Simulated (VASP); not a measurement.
# In2GaSbAs2 (P1) in VASP: further runs, part 2 of 2

VASP 6.6.1. Earlier steps stand in the parts before.

## Step 5: Single point, PBEsol

Input file INCAR:

```
PREC = Accurate
ENCUT = 520
EDIFF = 1E-6
ISMEAR = -1
SIGMA = 0.05
LREAL = False
LASPH = True
NELM = 60
ALGO = Normal
ISIF = 2
LWAVE = False
LCHARG = True
GGA = PS
LELF = True
LVHAR = True
NBANDS = 36
NELECT = 55.0
```

Input file KPOINTS:

```
Automatic mesh
0
Gamma
  4 4 2
```

Input file POSCAR:

```
In2GaSbAs2
1.0
    3.0566970000     -3.0566970000      0.0000000000
    0.0000000000      3.0566970000     -3.0566970000
    6.0829950000      6.0829950000      6.0829950000
In As Ga Sb
2 2 1 1
Direct
    0.9958510000      0.9945760000      0.0019770000
    0.3335650000      0.6718660000      0.3327770000
    0.9987110000      0.9988680000      0.2450610000
    0.3324100000      0.6688620000      0.5843510000
    0.6621060000      0.3277600000      0.6678530000
    0.6688600000      0.3290430000      0.9169830000
```

Potentials or basis: VASP PAW PBE potentials, release 64 (In_d, As, Ga_d, Sb).

On the command line:

```sh
cat potpaw_PBE.64/In_d/POTCAR potpaw_PBE.64/As/POTCAR potpaw_PBE.64/Ga_d/POTCAR potpaw_PBE.64/Sb/POTCAR > POTCAR
mpirun -np 1 vasp_std > vasp.out
```

Run time: 91 s. Hardware: 1 thread of Intel Xeon Platinum 8559C (Emerald Rapids), shared host; peak memory 0.35 GiB.

The run converged. Its results:

```yaml
Free_energy: -19.0992 eV
Largest_force: 1.167 eV/Å
```

Forces on the atoms (eV/Å):
```
In   0.553  0.186  0.328
In  -0.023 -0.080  0.120
As   0.463  0.519  0.317
As   0.437  0.415  0.541
Ga  -0.644 -0.629 -0.742
Sb  -0.786 -0.410 -0.564
```

Levels at points of the mesh, in eV from the Fermi level:
```tsv
k point	band 24	band 25	band 26	band 27	band 28	band 29	band 30	band 31	band 32	band 33
(0.00, 0.00, 0.00)	-2.05	-1.90	-1.39	-1.29	-1.24	-0.61	-0.08	1.96	2.01	2.15
(0.50, 0.00, 0.00)	-3.75	-3.57	-2.80	-2.71	-0.14	0.08	0.40	0.72	2.47	2.72
(0.00, 0.50, 0.00)	-3.76	-3.56	-2.81	-2.68	-0.14	0.09	0.43	0.71	2.49	2.73
(0.50, 0.50, 0.00)	-3.76	-3.57	-2.79	-2.71	-0.14	0.07	0.42	0.75	2.50	2.72
(0.00, 0.00, 0.50)	-1.77	-1.70	-1.58	-1.51	-0.90	-0.41	0.21	2.30	2.38	2.46
(0.50, 0.00, 0.50)	-3.66	-3.30	-2.40	-2.31	-0.80	0.14	0.38	1.44	1.63	2.77
(0.00, 0.50, 0.50)	-3.65	-3.29	-2.41	-2.29	-0.77	0.17	0.39	1.42	1.62	2.76
(0.50, 0.50, 0.50)	-3.64	-3.30	-2.41	-2.29	-0.77	0.19	0.39	1.39	1.64	2.76
```

Caveat: the k points lie up to 0.42 Å⁻¹ apart, too coarse for converged energies and pressures of a metal; the cell carries a net charge on a neutralising background, which shifts energy and pressure; the cell is charged against a uniform background, so pressure and absolute levels hang on convention; the PAW data sets were made with another functional, which shifts forces and pressure a little; spin-orbit coupling is left out, which moves the levels of the heavy elements; an odd number of electrons without spin polarisation forces a metal; a magnetic or distorted state may lie lower.

## Step 6: Single point, PBEsol

Input file INCAR:

```
PREC     = Accurate       # precision mode
ENCUT    = 520            # plane-wave cutoff, eV
EDIFF    = 1E-6           # SCF threshold, eV
ISMEAR   = -1             # smearing method
SIGMA    = 0.05           # smearing width, eV
LREAL    = False          # projectors in reciprocal space
LASPH    = True           # aspherical terms in the spheres
NELM     = 80             # most SCF steps
ALGO     = Normal         # electronic algorithm
ISIF     = 2              # what is computed and relaxed
LWAVE    = False          # write WAVECAR
LCHARG   = False          # write CHGCAR
GGA      = PS             # functional
NBANDS   = 36             # bands
NELECT   = 52.0
```

Input file KPOINTS:

```
regular mesh
0
Gamma
  4 4 2
```

POSCAR is that of step 5.

Potentials or basis: VASP PAW PBE potentials, release 64 (In_d, As, Ga_d, Sb).

On the command line:

```sh
cat potpaw_PBE.64/In_d/POTCAR potpaw_PBE.64/As/POTCAR potpaw_PBE.64/Ga_d/POTCAR potpaw_PBE.64/Sb/POTCAR > POTCAR
mpirun -np 1 vasp_std > vasp.out
```

OUTCAR:

```text
PREC = Accurate
   ENCUT = 520
   EDIFF = 1E-6
   ISMEAR = -1
   LREAL = False
   LASPH = True
   NELM = 80
   ISIF = 2
   GGA = PS
   NELECT = 52.0

 ion  position               nearest neighbor table
   1  0.996  0.995  0.002-   3 2.56   6 2.63   6 2.65   6 2.67
   2  0.334  0.672  0.333-   3 2.64   4 2.65   3 2.66   3 2.68
   3  0.999  0.999  0.245-   1 2.56   2 2.64   2 2.66   2 2.68
   4  0.332  0.669  0.584-   5 2.62   2 2.65   5 2.66   5 2.66
   5  0.662  0.328  0.668-   4 2.62   6 2.62   4 2.66   4 2.66
   6  0.669  0.329  0.917-   5 2.62   1 2.63   1 2.65   1 2.67

  LATTYP: Found a hexagonal cell.
 ALAT       =     4.3228223535
 C/A-ratio  =     2.4373095956

  Lattice vectors:

 A1 = (   3.0566970000,  -3.0566970000,   0.0000000000)
 A2 = (   0.0000000000,   3.0566970000,  -3.0566970000)
 A3 = (   6.0829950000,   6.0829950000,   6.0829950000)

Analysis of symmetry for initial positions (statically):
=====================================================================
 Subroutine PRICEL returns:
 Original cell was already a primitive cell.

 Routine SETGRP: Setting up the symmetry group for a
 hexagonal supercell.

 Subroutine GETGRP returns: Found  1 space group operations
 (whereof  1 operations were pure point group operations)
 out of a pool of 24 trial point group operations.

The static configuration has the point symmetry C_1 .

Analysis of symmetry for dynamics (positions and initial velocities):
=====================================================================
 Subroutine PRICEL returns:
 Original cell was already a primitive cell.

 Routine SETGRP: Setting up the symmetry group for a
 hexagonal supercell.

 Subroutine GETGRP returns: Found  1 space group operations
 (whereof  1 operations were pure point group operations)
 out of a pool of 24 trial point group operations.

The dynamic configuration has the point symmetry C_1 .
[... 120 lines left out ...]
   IMIX   =      4    mixing-type and parameters
     AMIX     =   0.40;   BMIX     =  1.00
     AMIX_MAG =   1.60;   BMIX_MAG =  1.00
  volume/ion in A,a.u.               =      28.42       191.77
  Fermi-wavevector in a.u.,A,eV,Ry     =   1.101949  2.082381 16.521437  1.214291
  Thomas-Fermi vector in A             =   2.238384
   LORBIT       =      0    0 simple, 1 ext, 2 COOP (PROOUT), +10 PAW based schemes
   GGA     = PS    functional components
   LHFCALC =     F    Hartree Fock is set to
   AEXX    =    0.0000 exact exchange contribution
   IVDW    =     0    specifies the selected vdW correction
   LEPSILON=     F    determine dielectric tensor
   LRPA    =     F    only Hartree local field effects (RPA)
 non-spin polarized calculation
  energy-cutoff  :      520.00
  volume of cell :      170.51
 maximum number of plane-waves:      4610
   NGX = 17   NGY = 17   NGZ = 39

 number of electron      51.9999998 magnetization

 Free energy of the ion-electron system (eV)
  ---------------------------------------------------
  ext. energy  EPLUGINS =         0.00000000
  ---------------------------------------------------
  free energy    TOTEN  =       -31.67951118 eV

  energy without entropy =      -31.64114723  energy(sigma->0) =      -31.66032920

 E-fermi :   3.2599     XC(G=0):  -8.9427

 val. band max:        3.2498740417   @ k =   0.5000   0.0000   0.5000
 cond. band min:       3.2613859572   @ k =   0.5000   0.5000   0.5000
 fundamental gap:      0.0115119156
 Fermi energy:         3.2599287041

 k-point     1 :       0.0000    0.0000    0.0000
  band No.  band energies     occupation
      1     -10.5253      2.00000
      2     -10.4924      2.00000
      3     -10.4773      2.00000
      4     -10.4766      2.00000
      5     -10.4647      2.00000
      6     -10.4593      2.00000
[... 769 lines left out ...]
     35       9.4638      0.00000
     36       9.6175      0.00000

------------------------ aborting loop because EDIFF is reached ----------------------------------------

  FORCE on cell =-STRESS in cart. coord.  units (eV):
  Direction    XX          YY          ZZ          XY          YZ          ZX
  --------------------------------------------------------------------------------------
  -------------------------------------------------------------------------------------
  Total      -17.1017353    -17.1056157    -17.1646790      0.5912213      0.3021799      0.9445911
  in kB     -160.6968144   -160.7332764   -161.2882661      5.5554236      2.8394393      8.8758705
  external PRESSURE =    -160.9061190 kB  Pullay stress =       0.0000000 kB

 VOLUME and BASIS-vectors are now :
 -----------------------------------------------------------------------------
  energy-cutoff  :      520.00
  volume of cell :      170.51
      direct lattice vectors                 reciprocal lattice vectors
     3.056697000 -3.056697000  0.000000000     0.218100344 -0.109050172 -0.109050172
     0.000000000  3.056697000 -3.056697000     0.109050172  0.109050172 -0.218100344
     6.082995000  6.082995000  6.082995000     0.054797568  0.054797568  0.054797568

 POSITION                                       TOTAL-FORCE (eV/Angst)
 -----------------------------------------------------------------------------------
      3.05604      0.00813     -3.02809         0.727144      0.418307      0.535932
      3.04389      3.05836     -0.02941         0.051315      0.022062      0.170124
      4.54346      1.49118     -1.56253         0.247364      0.272494      0.126281
      4.57068      4.58304      1.51010         0.316184      0.289647      0.380382
      6.08640      3.04055      3.06068        -0.475210     -0.453719     -0.533333
      7.62251      4.53929      4.57222        -0.866796     -0.548791     -0.679387
 -----------------------------------------------------------------------------------
    total drift:                               -0.001247     -0.001569     -0.002172

  FREE ENERGIE OF THE ION-ELECTRON SYSTEM (eV)
  ---------------------------------------------------
  free  energy   TOTEN  =       -31.6795111785 eV

  energy  without entropy=      -31.6411472250  energy(sigma->0) =      -31.66032920
```

OSZICAR:

```text
N       E                     dE             d eps       ncg     rms          rms(c)
DAV:   1     0.434544447651E+03    0.43454E+03   -0.22704E+04  1448   0.165E+03
DAV:   2     0.258654725922E+02   -0.40868E+03   -0.39572E+03  1504   0.428E+02
DAV:   3    -0.287456840587E+02   -0.54611E+02   -0.53454E+02  1716   0.160E+02
DAV:   4    -0.315661344058E+02   -0.28205E+01   -0.27892E+01  1740   0.365E+01
DAV:   5    -0.316964227579E+02   -0.13029E+00   -0.13018E+00  2328   0.779E+00    0.678E+00
DAV:   6    -0.317185050217E+02   -0.22082E-01   -0.13627E+00  1952   0.135E+01    0.374E+00
DAV:   7    -0.316930340870E+02    0.25471E-01   -0.29871E-01  2000   0.373E+00    0.136E+00
DAV:   8    -0.316804265191E+02    0.12608E-01   -0.72655E-02  1884   0.196E+00    0.461E-01
DAV:   9    -0.316797556931E+02    0.67083E-03   -0.17286E-02  1928   0.883E-01    0.317E-01
DAV:  10    -0.316794418347E+02    0.31386E-03   -0.48281E-03  2092   0.761E-01    0.215E-01
DAV:  11    -0.316795665709E+02   -0.12474E-03   -0.91680E-04  1652   0.139E-01    0.488E-02
DAV:  12    -0.316795049755E+02    0.61595E-04   -0.21562E-04  2096   0.170E-01    0.233E-02
DAV:  13    -0.316795094567E+02   -0.44812E-05   -0.52411E-05  1648   0.358E-02    0.171E-02
DAV:  14    -0.316795110302E+02   -0.15735E-05   -0.68654E-06  1644   0.272E-02    0.484E-03
DAV:  15    -0.316795111785E+02   -0.14831E-06   -0.74189E-07   992   0.853E-03
   1 F= -.31679511E+02 E0= -.31660329E+02  d E =-.383640E-01
```

It took 87 s on 1 thread of Intel Xeon Platinum 8559C (Emerald Rapids), shared host; peak memory 0.35 GiB.

What came out:

- Free energy: -31.6795 eV
- Largest force: 1.230 eV/Å

Forces in eV/Å, atoms in the order of the input:
```
In   0.727  0.418  0.536
In   0.051  0.022  0.170
As   0.247  0.272  0.126
As   0.316  0.290  0.380
Ga  -0.475 -0.454 -0.533
Sb  -0.867 -0.549 -0.679
```

Caveat: the k points lie up to 0.42 Å⁻¹ apart, too coarse for converged energies and pressures of a metal; the cell carries a net charge on a neutralising background, which shifts energy and pressure; the cell is charged against a uniform background, so pressure and absolute levels hang on convention; the PAW data sets were made with another functional, which shifts forces and pressure a little; spin-orbit coupling is left out, which moves the levels of the heavy elements.
